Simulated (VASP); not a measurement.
A run of VASP 6.6.1:

The input INCAR:

```
SYSTEM = GaN
  PREC = Accurate
  ENCUT = 600
  EDIFF = 1E-7
  ISMEAR = -1
  SIGMA = 0.02
  LREAL = .FALSE.
  LASPH = .TRUE.
  NELM = 100
  ALGO = Normal
  ISIF = 3
  LWAVE = .FALSE.
  LCHARG = .FALSE.
  GGA = PE
  IBRION = 2
  NSW = 80
  EDIFFG = -0.005
```

The input KPOINTS:

```
Automatic mesh
0
G
  12 12 4
  0 0 0
```

POSCAR

```
GaN
1.0
    3.1800000000      0.0000000000      0.0000000000
   -1.5900000000      2.7539607840      0.0000000000
    0.0000000000      0.0000000000      5.1660000000
Ga N
2 2
Direct
    0.3333333333      0.6666666667      0.0000000000
    0.6666666667      0.3333333333      0.5000000000
    0.3333333333      0.6666666667      0.3750000000
    0.6666666667      0.3333333333      0.8750000000
```

Potentials or basis: VASP PAW PBE potentials, release 64 (Ga_d, N).

Run with:

```sh
$ cat potpaw_PBE.64/Ga_d/POTCAR potpaw_PBE.64/N/POTCAR > POTCAR
$ mpirun -np 1 vasp_std > vasp.out
```

Hardware: 1 thread of AMD EPYC 9R45 96-Core Processor (Zen 5), on a shared host.

**Question.** Estimate the wall time of this run.

**Answer.** Run time: 3.3 min on 1 thread of AMD EPYC 9R45 96-Core Processor (Zen 5), with other jobs on the host, peak memory 0.19 GiB. Counts: scf iterations 66, k points 57, ion steps 8.
